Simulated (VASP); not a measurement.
# Lu (Fm-3m) in VASP: further runs

Runs on Lu. Level: r2SCAN. Tasks: single point, relaxation of volume and atoms at fixed shape.

All numbers are computed with VASP 6.6.1; they aren't measurements. Logs are shortened: lines on timing, memory, paths and dates and some standing lists are left out, and cuts for length are marked.

**1. The cell of the first run**

It takes space group Fm-3m (No. 225, cubic). Conventional cell: a = 4.880 Å, b = 4.880 Å, c = 4.880 Å, α = 90.00°, β = 90.00°, γ = 90.00°. Lu (site symmetry m-3m) has 12 Lu at 3.45 Å within 4.5 Å.

This isn't the form of Lu at room conditions, which is hcp.

**2. Single point, r2SCAN**

File POSCAR:

```
Lu
1.0
    0.0000000000      2.4400191280      2.4400191280
    2.4400191280      0.0000000000      2.4400191280
    2.4400191280      2.4400191280      0.0000000000
Lu
1
Direct
    0.0000000000      0.0000000000      0.0000000000
```

File INCAR.step1:

```
PREC = Accurate
ENCUT = 660
ISMEAR = 0
SIGMA = 0.1
LREAL = False
LASPH = True
NELM = 120
NBANDS = 18
GGA = PE
ALGO = Normal
EDIFF = 1E-5
LWAVE = True
LCHARG = False
GGA_COMPAT = False
```

File INCAR.step2:

```
PREC = Accurate
ENCUT = 660
EDIFF = 1E-6
ISMEAR = 0
SIGMA = 0.1
LREAL = False
LASPH = True
NELM = 120
ALGO = Normal
ISIF = 2
LWAVE = False
LCHARG = False
METAGGA = R2SCAN
LMIXTAU = True
NBANDS = 18
ISTART = 1
GGA_COMPAT = False
```

File KPOINTS:

```
regular mesh
0
Gamma
  9 9 9
```

Potentials or basis: VASP PAW PBE potentials, release 64 (Lu).

The run is started by

```bash
> cat potpaw_PBE.64/Lu/POTCAR > POTCAR
> cp INCAR.step1 INCAR
> mpirun -np 1 vasp_std > vasp.out
> cp INCAR.step2 INCAR
> mpirun -np 1 vasp_std > vasp.out
```

OUTCAR:

```text
PREC = Accurate
   ENCUT = 660
   EDIFF = 1E-6
   ISMEAR = 0
   LREAL = False
   LASPH = True
   NELM = 120
   ISIF = 2
   METAGGA = R2SCAN
   ISTART = 1

 ion  position               nearest neighbor table
   1  0.000  0.000  0.000-

  LATTYP: Found a face centered cubic cell.
 ALAT       =     4.8800382560

  Lattice vectors:

 A1 = (   0.0000000000,   2.4400191280,   2.4400191280)
 A2 = (   2.4400191280,   0.0000000000,   2.4400191280)
 A3 = (   2.4400191280,   2.4400191280,   0.0000000000)

Analysis of symmetry for initial positions (statically):
=====================================================================
 Subroutine PRICEL returns:
 Original cell was already a primitive cell.

 Routine SETGRP: Setting up the symmetry group for a
 face centered cubic supercell.

 Subroutine GETGRP returns: Found 48 space group operations
 (whereof 48 operations were pure point group operations)
 out of a pool of 48 trial point group operations.

The static configuration has the point symmetry O_h .

Analysis of symmetry for dynamics (positions and initial velocities):
=====================================================================
 Subroutine PRICEL returns:
 Original cell was already a primitive cell.

 Routine SETGRP: Setting up the symmetry group for a
 face centered cubic supercell.

 Subroutine GETGRP returns: Found 48 space group operations
 (whereof 48 operations were pure point group operations)
 out of a pool of 48 trial point group operations.

The dynamic configuration has the point symmetry O_h .

 Subroutine INISYM returns: Found 48 space group operations
 (whereof 48 operations are pure point group operations),
 and found     1 'primitive' translations

----------------------------------------------------------------------------------------

                                     Primitive cell

  volume of cell :      29.0543

  direct lattice vectors                    reciprocal lattice vectors
     0.000000000  2.440019128  2.440019128    -0.204916426  0.204916426  0.204916426
     2.440019128  0.000000000  2.440019128     0.204916426 -0.204916426  0.204916426
     2.440019128  2.440019128  0.000000000     0.204916426  0.204916426 -0.204916426

  length of vectors
     3.450708143  3.450708143  3.450708143     0.354925662  0.354925662  0.354925662

[... 68 lines left out ...]
 SYSTEM =  unknown system
   PREC   = accura    normal or accurate (medium, high low for compatibility)
   ISTART =      1    job   : 0-new  1-cont  2-samecut
   ICHARG =      0    charge: 1-file 2-atom 10-const
   ISPIN  =      1    spin polarized calculation?
   LNONCOLLINEAR =      F non collinear calculations
   LSORBIT =      F    spin-orbit coupling
   LASPH  =      T    aspherical Exc in radial PAW
   ENCUT  =  660.0 eV  48.51 Ry    6.96 a.u.   7.23  7.23  7.23*2*pi/ulx,y,z
   NELM   =    120;   NELMIN=  2; NELMDL=  0     # of ELM steps
   EDIFF  = 0.1E-05   stopping-criterion for ELM
   LREAL  =      F    real-space projection
   EDIFFG = 0.1E-04   stopping-criterion for IOM
   NSW    =      0    number of steps for IOM
   IBRION =     -1    ionic relax: 0-MD 1-quasi-New 2-CG
   NFREE  =      0    steps in history (QN), initial steepest desc. (CG)
   ISIF   =      2    stress and relaxation
   ISYM   =      2    0-nonsym 1-usesym 2-fastsym
   POTIM  = 0.5000    time-step for ionic-motion
   TEBEG  =    0.0;   TEEND  =   0.0 temperature during run
   PSTRESS=    0.0 pullay stress
   NELECT =      25.0000    total number of electrons
   NUPDOWN=      -1.0000    fix difference up-down
   EMIN   =  10.00;   EMAX   =-10.00  energy-range for DOS
   EFERMI =   0.00;   METHOD = LEGACY
   ISMEAR =     0;   SIGMA  =   0.10  broadening in eV -4-tet -1-fermi 0-gaus
   EFERMI_NEDOS =   21; number of points for ismear=-14 and -15
   IALGO  =     38    algorithm
   IMIX   =      4    mixing-type and parameters
     AMIX     =   0.40;   BMIX     =  1.00
     AMIX_MAG =   1.60;   BMIX_MAG =  1.00
  volume/ion in A,a.u.               =      29.05       196.07
  Fermi-wavevector in a.u.,A,eV,Ry     =   1.557106  2.942504 32.988415  2.424580
  Thomas-Fermi vector in A             =   2.660805
   LORBIT       =      0    0 simple, 1 ext, 2 COOP (PROOUT), +10 PAW based schemes
   METAGGA = R2SCAN    functional components
   LHFCALC =     F    Hartree Fock is set to
   AEXX    =    0.0000 exact exchange contribution
   IVDW    =     0    specifies the selected vdW correction
   LEPSILON=     F    determine dielectric tensor
   LRPA    =     F    only Hartree local field effects (RPA)
 non-spin polarized calculation
 Gauss-broadening in eV      SIGMA  =   0.10
  energy-cutoff  :      660.00
  volume of cell :       29.05
 maximum number of plane-waves:      1139
 NGX is ok and might be reduce to    30
   NGX = 15   NGY = 15   NGZ = 15

 number of electron      24.9999995 magnetization

 Free energy of the ion-electron system (eV)
  ---------------------------------------------------
  ext. energy  EPLUGINS =         0.00000000
  ---------------------------------------------------
  free energy    TOTEN  =       -38.00900676 eV

  energy without entropy =      -38.00268337  energy(sigma->0) =      -38.00584507

 E-fermi :   2.2440     XC(G=0): -11.6225

 val. band max:        2.2246103373   @ k =  -0.4444   0.1111   0.0000
 cond. band min:       2.3194454850   @ k =  -0.3333   0.2222   0.0000
 fundamental gap:      0.0948351477
 Fermi energy:         2.2439684088

 k-point     1 :       0.0000    0.0000    0.0000
  band No.  band energies     occupation
      1     -55.6918      2.00000
      2     -25.4498      2.00000
      3     -25.4498      2.00000
      4     -25.4498      2.00000
      5      -4.1389      2.00000
      6      -2.9912      2.00000
[... 481 lines left out ...]
      5      -2.9349      2.00000
      6      -2.9242      2.00000
[... 10 lines left out ...]
     17       9.0052      0.00000
     18      11.7497      0.00000

 [... further k-points ...]
[... 5 lines left out ...]
  --------------------------------------------------------------------------------------
  -------------------------------------------------------------------------------------
  Total        0.0611845      0.0611845      0.0611845      0.0000000      0.0000000     -0.0000000
  in kB        3.3739768      3.3739768      3.3739768      0.0000000      0.0000000     -0.0000000
  external PRESSURE =       3.3739768 kB  Pullay stress =       0.0000000 kB

 VOLUME and BASIS-vectors are now :
 -----------------------------------------------------------------------------
  energy-cutoff  :      660.00
  volume of cell :       29.05
      direct lattice vectors                 reciprocal lattice vectors
     0.000000000  2.440019128  2.440019128    -0.204916426  0.204916426  0.204916426
     2.440019128  0.000000000  2.440019128     0.204916426 -0.204916426  0.204916426
     2.440019128  2.440019128  0.000000000     0.204916426  0.204916426 -0.204916426

 POSITION                                       TOTAL-FORCE (eV/Angst)
 -----------------------------------------------------------------------------------
      0.00000      0.00000      0.00000         0.000000      0.000000      0.000000
 -----------------------------------------------------------------------------------
    total drift:                               -0.000000     -0.000000      0.000000

  FREE ENERGIE OF THE ION-ELECTRON SYSTEM (eV)
  ---------------------------------------------------
  free  energy   TOTEN  =       -38.0090067580 eV

  energy  without entropy=      -38.0026833746  energy(sigma->0) =      -38.00584507
```

OUTCAR.step1:

```text
PREC = Accurate
   ENCUT = 660
   ISMEAR = 0
   LREAL = False
   LASPH = True
   NELM = 120
[... 719 lines left out ...]

 POSITION                                       TOTAL-FORCE (eV/Angst)
 -----------------------------------------------------------------------------------
      0.00000      0.00000      0.00000         0.000000      0.000000      0.000000
 -----------------------------------------------------------------------------------
    total drift:                               -0.000000     -0.000000      0.000000

  FREE ENERGIE OF THE ION-ELECTRON SYSTEM (eV)
  ---------------------------------------------------
  free  energy   TOTEN  =        -4.4857249656 eV

  energy  without entropy=       -4.4803281146  energy(sigma->0) =       -4.48302654
```

OSZICAR.step1:

```text
N       E                     dE             d eps       ncg     rms          rms(c)
DAV:   1     0.100383142606E+03    0.10038E+03   -0.11910E+04  1580   0.548E+03
DAV:   2     0.285431914766E+01   -0.97529E+02   -0.95296E+02  1312   0.415E+02
DAV:   3    -0.426704281820E+01   -0.71214E+01   -0.70354E+01  1408   0.828E+01
DAV:   4    -0.456559740952E+01   -0.29855E+00   -0.29695E+00  1846   0.131E+01
DAV:   5    -0.457084884933E+01   -0.52514E-02   -0.52456E-02  1464   0.156E+00    0.342E+00
DAV:   6    -0.450400057289E+01    0.66848E-01   -0.19471E-01  2038   0.720E+00    0.159E+00
DAV:   7    -0.448714513803E+01    0.16855E-01   -0.31672E-02  1704   0.141E+00    0.320E-01
DAV:   8    -0.448559381090E+01    0.15513E-02   -0.42524E-03  1996   0.692E-01    0.916E-02
DAV:   9    -0.448572516839E+01   -0.13136E-03   -0.43377E-04  1508   0.249E-01    0.391E-02
DAV:  10    -0.448572496564E+01    0.20276E-06   -0.64554E-05  1592   0.699E-02
   1 F= -.44857250E+01 E0= -.44830265E+01  d E =-.539685E-02
```

It took 78 s on 1 thread of Intel Xeon 6975P-C (Granite Rapids), shared host; peak memory 0.19 GiB.

Results:

| Property | Result |
| --- | --- |
| Free energy | -38.0090 eV |
| Pressure | 0.3 GPa |
| Band gap on the k mesh | zero (an odd number of electrons rules out a gap without spin polarisation) |

Caveat: the PAW data sets were made with another functional, which shifts forces and pressure a little; spin-orbit coupling is left out, which moves the levels of the heavy elements.

**3. Relaxation of volume and atoms at fixed shape, r2SCAN**

This run uses another cell than the first one, of 29.41 Å³/atom.

File POSCAR:

```
Lu
1.0
    0.0000000000      2.4500000000      2.4500000000
    2.4500000000      0.0000000000      2.4500000000
    2.4500000000      2.4500000000      0.0000000000
Lu
1
Direct
    0.0000000000      0.0000000000      0.0000000000
```

File INCAR.step1:

```
SYSTEM = Lu
PREC = Accurate ; ENCUT = 660
ISMEAR = 0 ; SIGMA = 0.1
LREAL = .False. ; LASPH = .True.
NELM = 120 ; GGA = PE
ALGO = Normal ; EDIFF = 1E-5
LWAVE = .True. ; LCHARG = .False.
GGA_COMPAT = .False. ; IBRION = 2
ISIF = 3 ; EDIFFG = -0.005
NELMIN = 4 ; NSW = 100
```

File INCAR.step2:

```
SYSTEM = Lu
PREC = Accurate ; ENCUT = 660
EDIFF = 1E-7 ; ISMEAR = 0
SIGMA = 0.1 ; LREAL = .False.
LASPH = .True. ; NELM = 120
ALGO = Normal ; ISIF = 8
LWAVE = .False. ; LCHARG = .False.
METAGGA = R2SCAN ; LMIXTAU = .True.
IBRION = 2 ; NSW = 80
EDIFFG = -0.02 ; ISTART = 1
GGA_COMPAT = .False. ; NELMIN = 4
```

File KPOINTS:

```
Automatic mesh
0
Gamma
  9 9 9
  0 0 0
```

Potentials or basis: VASP PAW PBE potentials, release 64 (Lu).

The run is started by

```bash
> cat potpaw_PBE.64/Lu/POTCAR > POTCAR
> cp INCAR.step1 INCAR
> mpirun -np 1 vasp_std > vasp.out
> cp INCAR.step2 INCAR
> mpirun -np 1 vasp_std > vasp.out
```

OUTCAR:

```text
SYSTEM = Lu
   PREC = Accurate
   ENCUT = 660
   EDIFF = 1E-7
   ISMEAR = 0
   LREAL = .False.
   LASPH = .True.
   NELM = 120
   ISIF = 8
   METAGGA = R2SCAN
   IBRION = 2
   NSW = 80
   EDIFFG = -0.02
   ISTART = 1
   NELMIN = 4

 ion  position               nearest neighbor table
   1  0.000  0.000  0.000-

  LATTYP: Found a face centered cubic cell.
 ALAT       =     4.9000000000

  Lattice vectors:

 A1 = (   0.0000000000,   2.4500000000,   2.4500000000)
 A2 = (   2.4500000000,   0.0000000000,   2.4500000000)
 A3 = (   2.4500000000,   2.4500000000,   0.0000000000)

Analysis of symmetry for initial positions (statically):
=====================================================================
 Subroutine PRICEL returns:
 Original cell was already a primitive cell.

 Routine SETGRP: Setting up the symmetry group for a
 face centered cubic supercell.

 Subroutine GETGRP returns: Found 48 space group operations
 (whereof 48 operations were pure point group operations)
 out of a pool of 48 trial point group operations.

The static configuration has the point symmetry O_h .

Analysis of symmetry for dynamics (positions and initial velocities):
=====================================================================
 Subroutine PRICEL returns:
 Original cell was already a primitive cell.

 Routine SETGRP: Setting up the symmetry group for a
 face centered cubic supercell.

 Subroutine GETGRP returns: Found 48 space group operations
 (whereof 48 operations were pure point group operations)
 out of a pool of 48 trial point group operations.

The dynamic configuration has the point symmetry O_h .

 Subroutine INISYM returns: Found 48 space group operations
 (whereof 48 operations are pure point group operations),
 and found     1 'primitive' translations

[... 114 lines left out ...]
  Fermi-wavevector in a.u.,A,eV,Ry     =   1.550763  2.930517 32.720185  2.404866
  Thomas-Fermi vector in A             =   2.655380
   LORBIT       =      0    0 simple, 1 ext, 2 COOP (PROOUT), +10 PAW based schemes
   METAGGA = R2SCAN    functional components
   LHFCALC =     F    Hartree Fock is set to
   AEXX    =    0.0000 exact exchange contribution
   IVDW    =     0    specifies the selected vdW correction
   LEPSILON=     F    determine dielectric tensor
   LRPA    =     F    only Hartree local field effects (RPA)
 conjugate gradient relaxation of ions
 non-spin polarized calculation
 Gauss-broadening in eV      SIGMA  =   0.10
  energy-cutoff  :      660.00
  volume of cell :       29.41
 maximum number of plane-waves:      1153
 NGX is ok and might be reduce to    30
   NGX = 15   NGY = 15   NGZ = 15

--------------------------------------- Ionic step        1  -------------------------------------------

 number of electron      24.9999998 magnetization

 Free energy of the ion-electron system (eV)
  ---------------------------------------------------
  ext. energy  EPLUGINS =         0.00000000
  ---------------------------------------------------
  free energy    TOTEN  =       -38.00960942 eV

  energy without entropy =      -38.00300987  energy(sigma->0) =      -38.00630965

------------------------ aborting loop because EDIFF is reached ----------------------------------------

  FORCE on cell =-STRESS in cart. coord.  units (eV):
  Direction    XX          YY          ZZ          XY          YZ          ZX
  --------------------------------------------------------------------------------------
  -------------------------------------------------------------------------------------
  Total        0.0265207      0.0265207      0.0265207     -0.0000000     -0.0000000      0.0000000
  in kB        1.4446657      1.4446657      1.4446657     -0.0000000     -0.0000000      0.0000000
  external PRESSURE =       1.4446657 kB  Pullay stress =       0.0000000 kB
[... 267 lines left out ...]
--------------------------------------- Ionic step        9  -------------------------------------------

 number of electron      24.9999998 magnetization

 Free energy of the ion-electron system (eV)
  ---------------------------------------------------
  ext. energy  EPLUGINS =         0.00000000
  ---------------------------------------------------
  free energy    TOTEN  =       -38.00960872 eV

  energy without entropy =      -38.00300870  energy(sigma->0) =      -38.00630871

 E-fermi :   2.1901     XC(G=0): -11.5583

 val. band max:        2.1519063827   @ k =  -0.4444   0.1111   0.0000
 cond. band min:       2.2686369701   @ k =  -0.3333   0.2222   0.0000
 fundamental gap:      0.1167305873
 Fermi energy:         2.1901175010

 k-point     1 :       0.0000    0.0000    0.0000
  band No.  band energies     occupation
      1     -55.7721      2.00000
      2     -25.5367      2.00000
      3     -25.5367      2.00000
      4     -25.5367      2.00000
      5      -4.1558      2.00000
      6      -3.0624      2.00000
[... 433 lines left out ...]
      3     -25.7078      2.00000
      4     -25.7078      2.00000
      5      -3.0084      2.00000
      6      -2.9979      2.00000
[... 8 lines left out ...]
     15       8.7933      0.00000
     16       8.7933      0.00000

 [... further k-points ...]
[... 5 lines left out ...]
  --------------------------------------------------------------------------------------
  -------------------------------------------------------------------------------------
  Total       -0.0158678     -0.0158678     -0.0158678     -0.0000000     -0.0000000     -0.0000000
  in kB       -0.8643488     -0.8643488     -0.8643488     -0.0000000     -0.0000000     -0.0000000
  external PRESSURE =      -0.8643488 kB  Pullay stress =       0.0000000 kB
[... 16 lines left out ...]
  FREE ENERGIE OF THE ION-ELECTRON SYSTEM (eV)
  ---------------------------------------------------
  free  energy   TOTEN  =       -38.0096087237 eV

  energy  without entropy=      -38.0030086969  energy(sigma->0) =      -38.00630871

 reached required accuracy - stopping structural energy minimisation
```

OUTCAR.step1:

```text
SYSTEM = Lu
   PREC = Accurate
   ENCUT = 660
   ISMEAR = 0
   LREAL = .False.
   LASPH = .True.
   NELM = 120
   GGA = PE
   EDIFF = 1E-5
   IBRION = 2
   ISIF = 3
[... 676 lines left out ...]
      0.00000      0.00000      0.00000         0.000000     -0.000000     -0.000000
 -----------------------------------------------------------------------------------
    total drift:                               -0.000000      0.000000      0.000000

  FREE ENERGIE OF THE ION-ELECTRON SYSTEM (eV)
  ---------------------------------------------------
  free  energy   TOTEN  =        -4.4852412548 eV

  energy  without entropy=       -4.4796013631  energy(sigma->0) =       -4.48242131

 reached required accuracy - stopping structural energy minimisation
```

Run time: 10 min. Hardware: 1 thread of Intel Xeon 6975P-C (Granite Rapids), shared host; peak memory 0.19 GiB.

What came out:

```
Free energy             : -38.0096 eV
Ionic steps             : 9
Pressure after relaxing : -0.1 GPa
Band gap on the k mesh  : zero (an odd number of electrons rules out a gap without spin polarisation)
```

Final structure:
```xyz
1
Lattice="0.0000 2.4500 2.4500 2.4500 0.0000 2.4500 2.4500 2.4500 0.0000" Properties=species:S:1:pos:R:3 pbc="T T T"
Lu    0.0000    0.0000    0.0000
```

Caveat: the PAW data sets were made with another functional, which shifts forces and pressure a little; spin-orbit coupling is left out, which moves the levels of the heavy elements.
